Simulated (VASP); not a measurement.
# MnO2 (fluorite type) (Fm-3m) in VASP: notebook

The runs below take MnO2 (fluorite type) through single point, with PBE.

Everything below comes from runs of VASP 6.6.1. Logs are shortened: lines on timing, memory, paths and dates and some standing lists are left out, and cuts for length are marked.

### Step 1. The cell of the first run

The structure is cubic, space group Fm-3m (No. 225). The conventional cell has a = 4.681 Å, b = 4.681 Å, c = 4.681 Å, α = 90.00°, β = 90.00°, γ = 90.00°. Within 2.7 Å of Mn (site symmetry m-3m) lie 8 O at 2.03 Å. Within 2.7 Å of O (site symmetry -43m) lie 4 Mn at 2.03 Å and 6 O at 2.34 Å.

### Step 2. Single point, PBE

INCAR

```
  ALGO = Normal
  EDIFF = 1E-6
  ENCUT = 520
  GGA = PE
  ISIF = 2
  ISMEAR = -1
  LASPH = True
  LCHARG = False
  LREAL = False
  LWAVE = False
  NBANDS = 20
  NELM = 80
  PREC = Accurate
  SIGMA = 0.06122561905347299
```

KPOINTS

```
k-points
0
Gamma
  21 21 21
```

POSCAR

```
MnO2
1.0
    0.0000000000      2.3402932454      2.3402932454
    2.3402932454      0.0000000000      2.3402932454
    2.3402932454      2.3402932454      0.0000000000
Mn O
1 2
Direct
    0.0000000000      0.0000000000      0.0000000000
    0.2500000000      0.2500000000      0.2500000000
    0.7500000000      0.7500000000      0.7500000000
```

Potentials or basis: VASP PAW PBE potentials, release 64 (Mn_pv, O).

Run with:

```console
$ cat potpaw_PBE.64/Mn_pv/POTCAR potpaw_PBE.64/O/POTCAR > POTCAR
$ mpirun -np 1 vasp_std > vasp.out
```

OUTCAR:

```text
EDIFF = 1E-6
   ENCUT = 520
   GGA = PE
   ISIF = 2
   ISMEAR = -1
   LASPH = True
   LREAL = False
   NELM = 80
   PREC = Accurate

 ion  position               nearest neighbor table
   1  0.000  0.000  0.000-   3 2.03   3 2.03   3 2.03   2 2.03   3 2.03   2 2.03   2 2.03   2 2.03

   2  0.250  0.250  0.250-   1 2.03   1 2.03   1 2.03   1 2.03
   3  0.750  0.750  0.750-   1 2.03   1 2.03   1 2.03   1 2.03

  LATTYP: Found a face centered cubic cell.
 ALAT       =     4.6805864908

  Lattice vectors:

 A1 = (   0.0000000000,   2.3402932454,   2.3402932454)
 A2 = (   2.3402932454,   0.0000000000,   2.3402932454)
 A3 = (   2.3402932454,   2.3402932454,   0.0000000000)

Analysis of symmetry for initial positions (statically):
=====================================================================
 Subroutine PRICEL returns:
 Original cell was already a primitive cell.

 Routine SETGRP: Setting up the symmetry group for a
 face centered cubic supercell.

 Subroutine GETGRP returns: Found 48 space group operations
 (whereof 48 operations were pure point group operations)
 out of a pool of 48 trial point group operations.

The static configuration has the point symmetry O_h .

Analysis of symmetry for dynamics (positions and initial velocities):
=====================================================================
 Subroutine PRICEL returns:
 Original cell was already a primitive cell.

 Routine SETGRP: Setting up the symmetry group for a
 face centered cubic supercell.

 Subroutine GETGRP returns: Found 48 space group operations
 (whereof 48 operations were pure point group operations)
 out of a pool of 48 trial point group operations.

The dynamic configuration has the point symmetry O_h .

 Subroutine INISYM returns: Found 48 space group operations
 (whereof 48 operations are pure point group operations),
 and found     1 'primitive' translations

----------------------------------------------------------------------------------------

                                     Primitive cell

  volume of cell :      25.6354

  direct lattice vectors                    reciprocal lattice vectors
     0.000000000  2.340293245  2.340293245    -0.213648440  0.213648440  0.213648440
     2.340293245  0.000000000  2.340293245     0.213648440 -0.213648440  0.213648440
[... 76 lines left out ...]
   NGXF,Y,Z  is equivalent  to a cutoff of  28.13, 28.13, 28.13 a.u.
 SYSTEM =  unknown system
   PREC   = accura    normal or accurate (medium, high low for compatibility)
   ISTART =      0    job   : 0-new  1-cont  2-samecut
   ICHARG =      2    charge: 1-file 2-atom 10-const
   ISPIN  =      1    spin polarized calculation?
   LNONCOLLINEAR =      F non collinear calculations
   LSORBIT =      F    spin-orbit coupling
   LASPH  =      T    aspherical Exc in radial PAW
   ENCUT  =  520.0 eV  38.22 Ry    6.18 a.u.   6.15  6.15  6.15*2*pi/ulx,y,z
   NELM   =     80;   NELMIN=  2; NELMDL= -5     # of ELM steps
   EDIFF  = 0.1E-05   stopping-criterion for ELM
   LREAL  =      F    real-space projection
   EDIFFG = 0.1E-04   stopping-criterion for IOM
   NSW    =      0    number of steps for IOM
   IBRION =     -1    ionic relax: 0-MD 1-quasi-New 2-CG
   NFREE  =      0    steps in history (QN), initial steepest desc. (CG)
   ISIF   =      2    stress and relaxation
   ISYM   =      2    0-nonsym 1-usesym 2-fastsym
   POTIM  = 0.5000    time-step for ionic-motion
   TEBEG  =    0.0;   TEEND  =   0.0 temperature during run
   PSTRESS=    0.0 pullay stress
   NELECT =      25.0000    total number of electrons
   NUPDOWN=      -1.0000    fix difference up-down
   EMIN   =  10.00;   EMAX   =-10.00  energy-range for DOS
   EFERMI =   0.00;   METHOD = LEGACY
   ISMEAR =    -1;   SIGMA  =   0.06  broadening in eV -4-tet -1-fermi 0-gaus
   EFERMI_NEDOS =   21; number of points for ismear=-14 and -15
   IALGO  =     38    algorithm
   IMIX   =      4    mixing-type and parameters
     AMIX     =   0.40;   BMIX     =  1.00
     AMIX_MAG =   1.60;   BMIX_MAG =  1.00
  volume/ion in A,a.u.               =       8.55        57.67
  Fermi-wavevector in a.u.,A,eV,Ry     =   1.623459  3.067892 35.859758  2.635618
  Thomas-Fermi vector in A             =   2.716905
   LORBIT       =      0    0 simple, 1 ext, 2 COOP (PROOUT), +10 PAW based schemes
   GGA     = PE    functional components
   LHFCALC =     F    Hartree Fock is set to
   AEXX    =    0.0000 exact exchange contribution
   IVDW    =     0    specifies the selected vdW correction
   LEPSILON=     F    determine dielectric tensor
   LRPA    =     F    only Hartree local field effects (RPA)
 non-spin polarized calculation
  energy-cutoff  :      520.00
  volume of cell :       25.64
 maximum number of plane-waves:       702
 NGX is ok and might be reduce to    28
   NGX = 13   NGY = 13   NGZ = 13

 number of electron      24.9999994 magnetization

 Free energy of the ion-electron system (eV)
  ---------------------------------------------------
  ext. energy  EPLUGINS =         0.00000000
  ---------------------------------------------------
  free energy    TOTEN  =       -22.10519005 eV

  energy without entropy =      -22.04292627  energy(sigma->0) =      -22.07405816

 E-fermi :   6.5567     XC(G=0): -12.6567

 val. band max:        6.5548893412   @ k =   0.4286   0.3333   0.0476
 cond. band min:       6.5568520276   @ k =  -0.3810   0.4286   0.0952
 fundamental gap:      0.0019626864
 Fermi energy:         6.5566501367

 k-point     1 :       0.0000    0.0000    0.0000
  band No.  band energies     occupation
      1     -41.9756      2.00000
      2     -41.9756      2.00000
      3     -41.9756      2.00000
      4     -14.1386      2.00000
      5      -9.5834      2.00000
      6       0.0848      2.00000
[... 541 lines left out ...]
     19      24.0955      0.00000
     20      24.1113      0.00000

 [... further k-points ...]
[... 5 lines left out ...]
  --------------------------------------------------------------------------------------
  -------------------------------------------------------------------------------------
  Total       -1.4520724     -1.4520724     -1.4520724      0.0000000      0.0000000      0.0000000
  in kB      -90.7523788    -90.7523788    -90.7523788      0.0000000      0.0000000      0.0000000
  external PRESSURE =     -90.7523788 kB  Pullay stress =       0.0000000 kB

 VOLUME and BASIS-vectors are now :
 -----------------------------------------------------------------------------
  energy-cutoff  :      520.00
  volume of cell :       25.64
      direct lattice vectors                 reciprocal lattice vectors
     0.000000000  2.340293245  2.340293245    -0.213648440  0.213648440  0.213648440
     2.340293245  0.000000000  2.340293245     0.213648440 -0.213648440  0.213648440
     2.340293245  2.340293245  0.000000000     0.213648440  0.213648440 -0.213648440

 POSITION                                       TOTAL-FORCE (eV/Angst)
 -----------------------------------------------------------------------------------
      0.00000      0.00000      0.00000        -0.000000     -0.000000     -0.000000
      1.17015      1.17015      1.17015         0.000000     -0.000000     -0.000000
      3.51044      3.51044      3.51044         0.000000      0.000000      0.000000
 -----------------------------------------------------------------------------------
    total drift:                               -0.000000     -0.000000      0.000000

  FREE ENERGIE OF THE ION-ELECTRON SYSTEM (eV)
  ---------------------------------------------------
  free  energy   TOTEN  =       -22.1051900471 eV

  energy  without entropy=      -22.0429262744  energy(sigma->0) =      -22.07405816
```

OSZICAR:

```text
N       E                     dE             d eps       ncg     rms          rms(c)
DAV:   1     0.242648698159E+03    0.24265E+03   -0.14282E+04 11480   0.148E+03
DAV:   2    -0.151171887756E+02   -0.25777E+03   -0.24470E+03 12092   0.411E+02
DAV:   3    -0.303728476715E+02   -0.15256E+02   -0.15104E+02 13000   0.107E+02
DAV:   4    -0.305263527849E+02   -0.15351E+00   -0.15342E+00 12252   0.115E+01
DAV:   5    -0.305276883324E+02   -0.13355E-02   -0.13355E-02 12760   0.110E+00    0.264E+01
DAV:   6    -0.383141285544E+02   -0.77864E+01   -0.24567E+02 13268   0.936E+01    0.508E+01
DAV:   7    -0.232026183017E+02    0.15112E+02   -0.12911E+02 11800   0.999E+01    0.101E+01
DAV:   8    -0.221241481925E+02    0.10785E+01   -0.54650E+00 12232   0.178E+01    0.241E+00
DAV:   9    -0.221105576297E+02    0.13591E-01   -0.16831E-01 12340   0.322E+00    0.118E+00
DAV:  10    -0.221081646003E+02    0.23930E-02   -0.11415E-01 11672   0.290E+00    0.512E-01
DAV:  11    -0.221062408502E+02    0.19238E-02   -0.48851E-03 12224   0.724E-01    0.303E-01
DAV:  12    -0.221052037697E+02    0.10371E-02   -0.51320E-03 12604   0.682E-01    0.452E-02
DAV:  13    -0.221052356160E+02   -0.31846E-04   -0.69746E-04 14472   0.156E-01    0.784E-02
DAV:  14    -0.221051949437E+02    0.40672E-04   -0.55873E-04 12512   0.183E-01    0.303E-02
DAV:  15    -0.221051899424E+02    0.50013E-05   -0.45288E-05 12372   0.411E-02    0.416E-03
DAV:  16    -0.221051900471E+02   -0.10461E-06   -0.32499E-06 10272   0.156E-02
   1 F= -.22105190E+02 E0= -.22074058E+02  d E =-.622638E-01
```

It took 1.9 min on 1 thread of AMD EPYC 9R45 (Zen 5), shared host; peak memory 0.23 GiB.

What came out:

```yaml
Free_energy: -22.1052 eV
Pressure: -9.1 GPa
```

Caveat: an odd number of electrons without spin polarisation forces a metal; a magnetic or distorted state may lie lower; the run has no spin polarisation, though such a crystal can be magnetic; semilocal functionals often make such compounds metallic where correlation or magnetic order opens a gap, which also shifts bond lengths. With open d or f shells a metallic result of PBE can be an artefact of self-interaction; +U or a hybrid may open a gap.

### Step 3. Single point, PBE

INCAR

```
SYSTEM = MnO2
  PREC = Accurate
  ENCUT = 520
  EDIFF = 1E-7
  ISMEAR = -1
  SIGMA = 0.06122561905347299
  LREAL = .False.
  LASPH = .True.
  NELM = 80
  ALGO = Normal
  ISIF = 2
  LWAVE = .False.
  LCHARG = .False.
  GGA = PE
  NBANDS = 20
```

KPOINTS

```
regular mesh
0
Gamma
  21 21 21
  0 0 0
```

POSCAR is that of step 2.

Potentials or basis: VASP PAW PBE potentials, release 64 (Mn_pv, O).

Run with:

```console
$ cat potpaw_PBE.64/Mn_pv/POTCAR potpaw_PBE.64/O/POTCAR > POTCAR
$ mpirun -np 1 vasp_std > vasp.out
```

OUTCAR:

```text
SYSTEM = MnO2
   PREC = Accurate
   ENCUT = 520
   EDIFF = 1E-7
   ISMEAR = -1
   LREAL = .False.
   LASPH = .True.
   NELM = 80
   ISIF = 2
   GGA = PE

 ion  position               nearest neighbor table
   1  0.000  0.000  0.000-   3 2.03   3 2.03   3 2.03   2 2.03   3 2.03   2 2.03   2 2.03   2 2.03

   2  0.250  0.250  0.250-   1 2.03   1 2.03   1 2.03   1 2.03
   3  0.750  0.750  0.750-   1 2.03   1 2.03   1 2.03   1 2.03

  LATTYP: Found a face centered cubic cell.
 ALAT       =     4.6805864908

  Lattice vectors:

 A1 = (   0.0000000000,   2.3402932454,   2.3402932454)
[... 193 lines left out ...]
      6       0.0849      2.00000
[... 541 lines left out ...]
     19      24.0955      0.00000
     20      24.1113      0.00000

 [... further k-points ...]
[... 5 lines left out ...]
  --------------------------------------------------------------------------------------
  -------------------------------------------------------------------------------------
  Total       -1.4636886     -1.4636886     -1.4636886      0.0000000     -0.0000000      0.0000000
  in kB      -91.4783764    -91.4783764    -91.4783764      0.0000000     -0.0000000      0.0000000
  external PRESSURE =     -91.4783764 kB  Pullay stress =       0.0000000 kB

 VOLUME and BASIS-vectors are now :
 -----------------------------------------------------------------------------
  energy-cutoff  :      520.00
  volume of cell :       25.64
      direct lattice vectors                 reciprocal lattice vectors
     0.000000000  2.340293245  2.340293245    -0.213648440  0.213648440  0.213648440
     2.340293245  0.000000000  2.340293245     0.213648440 -0.213648440  0.213648440
     2.340293245  2.340293245  0.000000000     0.213648440  0.213648440 -0.213648440

 POSITION                                       TOTAL-FORCE (eV/Angst)
 -----------------------------------------------------------------------------------
      0.00000      0.00000      0.00000        -0.000000      0.000000      0.000000
      1.17015      1.17015      1.17015         0.000000      0.000000      0.000000
      3.51044      3.51044      3.51044        -0.000000     -0.000000     -0.000000
 -----------------------------------------------------------------------------------
    total drift:                               -0.000000     -0.000000      0.000000

  FREE ENERGIE OF THE ION-ELECTRON SYSTEM (eV)
  ---------------------------------------------------
  free  energy   TOTEN  =       -22.1051901055 eV

  energy  without entropy=      -22.0429251057  energy(sigma->0) =      -22.07405761
```

stdout:

```text
POSCAR found type information on POSCAR MnO
 POSCAR found :  2 types and       3 ions
 scaLAPACK will be used
 LDA part: xc-table for (Slater+PW92), standard interpolation
 POSCAR, INCAR and KPOINTS ok, starting setup
 FFT: planning ... GRIDC
 FFT: planning ... GRID_SOFT
 FFT: planning ... GRID
 WAVECAR not read
 entering main loop
```

It took 2.1 min on 1 thread of AMD EPYC 9R45 (Zen 5), shared host; peak memory 0.23 GiB.

What came out:

```
Free energy : -22.1052 eV
Pressure    : -9.1 GPa
```

Levels at points of the mesh, in eV from the Fermi level:
| k point | band 11 | band 12 | band 13 | band 14 | band 15 | band 16 |
| --- | --- | --- | --- | --- | --- | --- |
| (0.00, 0.00, 0.00) | -1.26 | -0.75 | -0.75 | 2.86 | 2.86 | 2.86 |

Caveat: an odd number of electrons without spin polarisation forces a metal; a magnetic or distorted state may lie lower; the run has no spin polarisation, though such a crystal can be magnetic; semilocal functionals often make such compounds metallic where correlation or magnetic order opens a gap, which also shifts bond lengths. Spin polarisation is off, so any magnetic state and its effect on volume and gap are missing.

### Step 4. Single point, PBE

This run uses another cell than the first one, of 8.71 Å³/atom, 1.019 times its volume.

INCAR

```
SYSTEM = MnO2
  ALGO = Normal
  EDIFF = 1E-6
  ENCUT = 520
  GGA = PE
  ISIF = 2
  ISMEAR = -1
  LASPH = .TRUE.
  LCHARG = .FALSE.
  LREAL = .FALSE.
  LWAVE = .FALSE.
  NBANDS = 20
  NELM = 60
  PREC = Accurate
  SIGMA = 0.06122561905347299
```

KPOINTS

```
k-points
0
G
  21 21 21
  0 0 0
```

POSCAR

```
MnO2
1.0
    0.0000000000      2.3551999737      2.3551999737
    2.3551999737      0.0000000000      2.3551999737
    2.3551999737      2.3551999737      0.0000000000
Mn O
1 2
Direct
    0.0000000000      0.0000000000      0.0000000000
    0.2500000000      0.2500000000      0.2500000000
    0.7500000000      0.7500000000      0.7500000000
```

Run with:

```console
$ cat potpaw_PBE.64/Mn_pv/POTCAR potpaw_PBE.64/O/POTCAR > POTCAR
$ mpirun -np 1 vasp_std > vasp.out
```

Wall time 2 min (1 thread of AMD EPYC 9R45 (Zen 5), shared host); peak memory 0.23 GiB.

The run converged. Its results:

```
Free energy : -22.0713 eV
Pressure    : -13.3 GPa
```

Levels at points of the mesh, in eV from the Fermi level:
| k point | band 11 | band 12 | band 13 | band 14 | band 15 | band 16 |
| --- | --- | --- | --- | --- | --- | --- |
| (0.00, 0.00, 0.00) | -1.23 | -0.72 | -0.72 | 2.79 | 2.79 | 2.79 |

Caveat: an odd number of electrons without spin polarisation forces a metal; a magnetic or distorted state may lie lower; the run has no spin polarisation, though such a crystal can be magnetic; semilocal functionals often make such compounds metallic where correlation or magnetic order opens a gap, which also shifts bond lengths. With open d or f shells a metallic result of PBE can be an artefact of self-interaction; +U or a hybrid may open a gap.
